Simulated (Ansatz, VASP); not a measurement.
## One calculation of Li2Pd, two programs

Contents of INCAR:

```
SYSTEM = Li2Pd
PREC = Accurate ; ENCUT = 600
EDIFF = 1E-6 ; ISMEAR = 0
SIGMA = 0.1 ; LREAL = .FALSE.
LASPH = .TRUE. ; NELM = 60
ALGO = Normal ; ISIF = 3
LWAVE = .FALSE. ; LCHARG = .FALSE.
GGA = CA ; IBRION = 2
NSW = 100 ; EDIFFG = -0.005
```

Contents of KPOINTS:

```
Automatic mesh
0
G
  12 12 16
  0 0 0
```

POSCAR

```
Li2Pd
1.0
    4.2267001844      0.0000000000      0.0000000000
   -2.1133500922      3.6604297339      0.0000000000
    0.0000000000      0.0000000000      2.7319000000
Li Pd
2 1
Direct
    0.3333333333      0.6666666667      0.5000000000
    0.6666666667      0.3333333333      0.5000000000
    0.0000000000      0.0000000000      0.0000000000
```

Input for Ansatz:

```yaml
crystal:
  lattice:
    - [4.2267001844, 0.0, 0.0]
    - [-2.1133500922, 3.6604297339, 0.0]
    - [0.0, 0.0, 2.7319]
  atoms:
    - { symbol: Li, position: [0.3333333333, 0.6666666667, 0.5] }
    - { symbol: Li, position: [0.6666666667, 0.3333333333, 0.5] }
    - { symbol: Pd, position: [0.0, 0.0, 0.0] }
basis:
  ecutwfc: 420
kpoints:
  mp_grid: { grid: [12, 12, 16] }
hamiltonian:
  xc: lda
scf:
  occupations: { method: gaussian, width: 0.1 }
output:
  forces: true
  stress: true
  eigenvalues: true
  write_density: true
  write_potential: true
  elf: true
  volumetric_format: npy
relax:
  adjacent_minimum: "off"
  f_tol: 0.005
  max_steps: 80
  cell: { stress_tol: 0.05 }
```

Alike in both runs: task relaxation of cell and atoms; functional LDA; k mesh 12 × 12 × 16; occupations gaussian, width 0.1 eV; no spin polarisation.

|  | VASP | Ansatz |
| --- | --- | --- |
| version | VASP 6.6.1 | Ansatz 0.2.0 |
| potentials or method | VASP PAW LDA potentials, release 64 (Li_sv, Pd), cutoff 600 eV | scalar-relativistic, plane waves, PAW |
| valence electrons in the cell | 16 | 24 |

```csv
,VASP,Ansatz,Ansatz less VASP
"gap on the k mesh at the Fermi level, each at its own relaxed structure (eV)",none,none,-
relaxed volume (Å³/atom),12.86,12.88,+0.019
relaxed cell length with the largest relative difference (Å),4.119,4.121,+0.0021
```

LDA's correlation is that of Perdew and Zunger in VASP and of Perdew and Wang (1992) in Ansatz. A gap of «none» marks a metal or a gap that the smearing closes. VASP's potentials hold 16 valence electrons a cell and Ansatz's 24, so a difference there can come from the potentials and not from the codes.

Noted on VASP's run: the cutoff is short for stress, so the pressure is rough.
